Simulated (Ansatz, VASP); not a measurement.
One calculation of Ir, two programs

File INCAR:

```
PREC = Accurate ; ENCUT = 520
EDIFF = 1E-7 ; ISMEAR = -1
SIGMA = 0.05 ; LREAL = False
LASPH = True ; NELM = 150
ALGO = Normal ; ISIF = 2
LWAVE = False ; LCHARG = False
MAGMOM = 0 0 0 ; LORBIT = 11
LSORBIT = True ; GGA_COMPAT = False
LORBMOM = True ; LMAXMIX = 4
GGA = PE ; NBANDS = 20
```

KPOINTS

```
regular mesh
0
Gamma
  15 15 15
```

File POSCAR:

```
Ir
1.0
    0.0000000000      1.9197000000      1.9197000000
    1.9197000000      0.0000000000      1.9197000000
    1.9197000000      1.9197000000      0.0000000000
Ir
1
Direct
    0.0000000000      0.0000000000      0.0000000000
```

Input for Ansatz:

```yaml
crystal:
  lattice:
    - [0.0, 1.9197, 1.9197]
    - [1.9197, 0.0, 1.9197]
    - [1.9197, 1.9197, 0.0]
  atoms:
    - { symbol: Ir, position: [0.0, 0.0, 0.0] }
kpoints:
  mp_grid: { grid: [15, 15, 15] }
  band_path:
    path:
      - [0.0, 0.0, 0.0]
      - [0.5, 0.0, 0.5]
      - [0.625, 0.25, 0.625]
      - [0.375, 0.375, 0.75]
      - [0.0, 0.0, 0.0]
      - [0.5, 0.5, 0.5]
      - [0.5, 0.25, 0.75]
      - [0.5, 0.0, 0.5]
    npoints: 5
scf:
  occupations: { method: fermi_dirac, width: 0.05 }
hamiltonian:
  xc: pbe
  pseudopotentials: { kind: all_electron, lapw: { basis_error: 0.0005 } }
output:
  forces: true
  stress: true
  eigenvalues: true
magnetization:
  noncollinear: true
  spin_orbit: true
```

Alike in both runs: task single point; functional PBE; k mesh 15 × 15 × 15; occupations fermi-dirac, width 0.05 eV; non-collinear spin, spin-orbit coupling.

|  | VASP | Ansatz |
| --- | --- | --- |
| version | VASP 6.6.1 | Ansatz 0.2.0 |
| potentials or method | VASP PAW PBE potentials, release 64 (Ir), cutoff 520 eV | all-electron LAPW |

|  | VASP | Ansatz | Ansatz less VASP |
| --- | --- | --- | --- |
| pressure (GPa) | 10.6 | 9.4 | -1.15 |

Ansatz ran all-electron here, and VASP with PAW potentials.
